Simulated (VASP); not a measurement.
# SnO (P4/nmm) in VASP: a series of runs, part 2 of 3

VASP 6.6.1. Earlier steps stand in the parts before.

### 3 Single point, LDA

This run uses another cell than the first one, of 16.53 Å³/atom, 0.930 times its volume.

The input, INCAR:

```
SYSTEM = SnO
ALGO = Normal
EDIFF = 1E-6
ENCUT = 520
GGA = CA
ISIF = 2
ISMEAR = -1
LASPH = .True.
LCHARG = .False.
LREAL = .False.
LWAVE = .False.
NBANDS = 28
NELM = 80
PREC = Accurate
SIGMA = 0.05
```

The input, KPOINTS:

```
k-points
0
Gamma
  7 7 6
  0 0 0
```

The input, POSCAR:

```
SnO
1.0
    3.7669653825      0.0000000000      0.0000000000
    0.0000000000      3.7669653825      0.0000000000
    0.0000000000      0.0000000000      4.6594552273
Sn O
2 2
Direct
    0.5000000000      0.0000000000      0.7543158222
    0.0000000000      0.5000000000      0.2456841778
    0.0000000000      0.0000000000      0.0000000000
    0.5000000000      0.5000000000      0.0000000000
```

Potentials or basis: VASP PAW LDA potentials, release 64 (Sn_d, O).

Started as:

```
$ cat potpaw_LDA.64/Sn_d/POTCAR potpaw_LDA.64/O/POTCAR > POTCAR
$ mpirun -np 1 vasp_std > vasp.out
```

OUTCAR:

```text
SYSTEM = SnO
   EDIFF = 1E-6
   ENCUT = 520
   GGA = CA
   ISIF = 2
   ISMEAR = -1
   LASPH = .True.
   LREAL = .False.
   NELM = 80
   PREC = Accurate

 ion  position               nearest neighbor table
   1  0.500  0.000  0.754-   3 2.20   4 2.20   4 2.20   3 2.20   2 3.51   2 3.51   2 3.51   2 3.51
                             2 3.57   2 3.57   2 3.57   2 3.57
   2  0.000  0.500  0.246-   3 2.20   4 2.20   3 2.20   4 2.20   1 3.51   1 3.51   1 3.51   1 3.51
                             1 3.57   1 3.57   1 3.57   1 3.57
   3  0.000  0.000  0.000-   1 2.20   2 2.20   2 2.20   1 2.20
   4  0.500  0.500  0.000-   1 2.20   2 2.20   1 2.20   2 2.20

  LATTYP: Found a simple tetragonal cell.
 ALAT       =     3.7669653825
 C/A-ratio  =     1.2369254172

  Lattice vectors:

 A1 = (   3.7669653825,   0.0000000000,   0.0000000000)
 A2 = (   0.0000000000,   3.7669653825,   0.0000000000)
 A3 = (   0.0000000000,   0.0000000000,   4.6594552273)

Analysis of symmetry for initial positions (statically):
=====================================================================
 Subroutine PRICEL returns:
 Original cell was already a primitive cell.

 Routine SETGRP: Setting up the symmetry group for a
 simple tetragonal supercell.

 Subroutine GETGRP returns: Found 16 space group operations
 (whereof  8 operations were pure point group operations)
 out of a pool of 16 trial point group operations.

The static configuration has the point symmetry D_2d.
 The point group associated with its full space group is D_4h.

Analysis of symmetry for dynamics (positions and initial velocities):
=====================================================================
 Subroutine PRICEL returns:
 Original cell was already a primitive cell.

 Routine SETGRP: Setting up the symmetry group for a
 simple tetragonal supercell.

 Subroutine GETGRP returns: Found 16 space group operations
 (whereof  8 operations were pure point group operations)
 out of a pool of 16 trial point group operations.

The dynamic configuration has the point symmetry D_2d.
[... 117 lines left out ...]
   EMIN   =  10.00;   EMAX   =-10.00  energy-range for DOS
   EFERMI =   0.00;   METHOD = LEGACY
   ISMEAR =    -1;   SIGMA  =   0.05  broadening in eV -4-tet -1-fermi 0-gaus
   EFERMI_NEDOS =   21; number of points for ismear=-14 and -15
   IALGO  =     38    algorithm
   IMIX   =      4    mixing-type and parameters
     AMIX     =   0.40;   BMIX     =  1.00
     AMIX_MAG =   1.60;   BMIX_MAG =  1.00
  volume/ion in A,a.u.               =      16.53       111.55
  Fermi-wavevector in a.u.,A,eV,Ry     =   1.384593  2.616501 26.083686  1.917097
  Thomas-Fermi vector in A             =   2.509082
   LORBIT       =      0    0 simple, 1 ext, 2 COOP (PROOUT), +10 PAW based schemes
   GGA     = CA    functional components
   LHFCALC =     F    Hartree Fock is set to
   AEXX    =    0.0000 exact exchange contribution
   IVDW    =     0    specifies the selected vdW correction
   LEPSILON=     F    determine dielectric tensor
   LRPA    =     F    only Hartree local field effects (RPA)
 non-spin polarized calculation
  energy-cutoff  :      520.00
  volume of cell :       66.12
 maximum number of plane-waves:      1804
   NGX = 15   NGY = 15   NGZ = 17

 number of electron      40.0000013 magnetization

 Free energy of the ion-electron system (eV)
  ---------------------------------------------------
  ext. energy  EPLUGINS =         0.00000000
  ---------------------------------------------------
  free energy    TOTEN  =       -25.73167125 eV

  energy without entropy =      -25.72905203  energy(sigma->0) =      -25.73036164

 E-fermi :   7.6369     XC(G=0): -10.9859

 val. band max:        7.5919117042   @ k =   0.0000   0.0000   0.0000
 cond. band min:       7.6459715468   @ k =   0.4286   0.4286   0.0000
 fundamental gap:      0.0540598425
 Fermi energy:         7.6369172952

 k-point     1 :       0.0000    0.0000    0.0000
  band No.  band energies     occupation
      1     -14.4298      2.00000
      2     -13.9596      2.00000
      3     -13.9596      2.00000
      4     -13.9412      2.00000
      5     -13.8964      2.00000
      6     -13.8908      2.00000
[... 733 lines left out ...]
     27      16.4238      0.00000
     28      17.1997      0.00000

 [... further k-points ...]
[... 5 lines left out ...]
  --------------------------------------------------------------------------------------
  -------------------------------------------------------------------------------------
  Total        0.1257484      0.1257484      0.1315851      0.0000000      0.0000000      0.0000000
  in kB        3.0471563      3.0471563      3.1885915      0.0000000      0.0000000      0.0000000
  external PRESSURE =       3.0943014 kB  Pullay stress =       0.0000000 kB

 VOLUME and BASIS-vectors are now :
 -----------------------------------------------------------------------------
  energy-cutoff  :      520.00
  volume of cell :       66.12
      direct lattice vectors                 reciprocal lattice vectors
     3.766965383  0.000000000  0.000000000     0.265465673  0.000000000  0.000000000
     0.000000000  3.766965383  0.000000000     0.000000000  0.265465673  0.000000000
     0.000000000  0.000000000  4.659455227     0.000000000  0.000000000  0.214617364

 POSITION                                       TOTAL-FORCE (eV/Angst)
 -----------------------------------------------------------------------------------
      1.88348      0.00000      3.51470         0.000000      0.000000     -0.117850
      0.00000      1.88348      1.14475         0.000000      0.000000      0.117850
      0.00000      0.00000      0.00000         0.000000      0.000000      0.000000
      1.88348      1.88348      0.00000        -0.000000     -0.000000      0.000000
 -----------------------------------------------------------------------------------
    total drift:                                0.000000      0.000000      0.000000

  FREE ENERGIE OF THE ION-ELECTRON SYSTEM (eV)
  ---------------------------------------------------
  free  energy   TOTEN  =       -25.7316712538 eV

  energy  without entropy=      -25.7290520326  energy(sigma->0) =      -25.73036164
```

stdout:

```text
POSCAR found type information on POSCAR SnO
 POSCAR found :  2 types and       4 ions
 scaLAPACK will be used
 LDA part: xc-table for (Slater(with rela. corr.)+CA(PZ))
 , standard interpolation
 POSCAR, INCAR and KPOINTS ok, starting setup
 FFT: planning ... GRIDC
 FFT: planning ... GRID_SOFT
 FFT: planning ... GRID
 WAVECAR not read
 entering main loop
```

Run time: 44 s. Hardware: 1 thread of Intel Xeon 6975P-C, shared host; peak memory 0.19 GiB.

Results:

```yaml
Free_energy: -25.7317 eV
Pressure: 0.3 GPa
Largest_force: 0.118 eV/Å
Band_gap_on_the_k_mesh: 0.05 eV, indirect (least direct gap 1.86 eV)
```

Forces on the atoms (eV/Å):
```
Sn   0.000  0.000 -0.118
Sn   0.000  0.000  0.118
O    0.000  0.000  0.000
O    0.000  0.000  0.000
```

Caveat: spin-orbit coupling is left out, which moves the levels of the heavy elements. A k mesh can miss the band edges.

### 4 Single point, PBEsol (volume scaled by 0.96)

The input, INCAR:

```
PREC = Accurate ; ENCUT = 520
EDIFF = 1E-6 ; ISMEAR = -1
SIGMA = 0.05 ; LREAL = False
LASPH = True ; NELM = 100
ALGO = Normal ; ISIF = 2
LWAVE = False ; LCHARG = True
GGA = PS ; LELF = True
LVHAR = True ; NBANDS = 28
```

The input, KPOINTS:

```
Automatic mesh
0
Gamma
  7 7 6
```

The input, POSCAR:

```
SnO
1.0
    3.7621524798      0.0000000000      0.0000000000
    0.0000000000      3.7621524798      0.0000000000
    0.0000000000      0.0000000000      4.8208658347
Sn O
2 2
Direct
    0.5000000000      0.0000000000      0.7646261400
    0.0000000000      0.5000000000      0.2353738600
    0.0000000000      0.0000000000      0.0000000000
    0.5000000000      0.5000000000      0.0000000000
```

Potentials or basis: VASP PAW PBE potentials, release 64 (Sn_d, O).

Started as:

```
$ cat potpaw_PBE.64/Sn_d/POTCAR potpaw_PBE.64/O/POTCAR > POTCAR
$ mpirun -np 1 vasp_std > vasp.out
```

Run time: 53 s. Hardware: 1 thread of Intel Xeon 6975P-C, shared host; peak memory 0.21 GiB.

The run converged. Its results:

| Item | Value |
| --- | --- |
| Free energy | -24.1741 eV |
| Pressure | 3.9 GPa |
| Largest force | 0.764 eV/Å |
| Band gap on the k mesh | 0.22 eV, indirect (least direct gap 1.94 eV) |

Forces in eV/Å, atoms in the order of the input:
```
Sn   0.000  0.000 -0.764
Sn   0.000  0.000  0.764
O    0.000  0.000  0.000
O    0.000  0.000  0.000
```

Stress tensor (GPa, compression positive):
```
4.28 0.00 0.00
0.00 4.28 0.00
0.00 0.00 3.07
```

Levels at points of the mesh, in eV from the valence-band top:
```
           k point  band 16  band 17  band 18  band 19  band 20  band 21  band 22  band 23  band 24  band 25
(0.00, 0.00, 0.00)    -6.70    -3.75    -3.46    -3.46     0.00     2.06     4.12     4.76     4.76     5.65
(0.00, 0.00, 0.50)    -3.82    -3.47    -3.47    -3.11    -2.41     1.51     2.93     2.93     3.68     7.72
```

Caveat: the cell differs from its parent crystal (volume scaled by 0.96); the PAW data sets were made with another functional, which shifts forces and pressure a little; spin-orbit coupling is left out, which moves the levels of the heavy elements. A k mesh can miss the band edges.

(Part 2 of 3 ends here.)
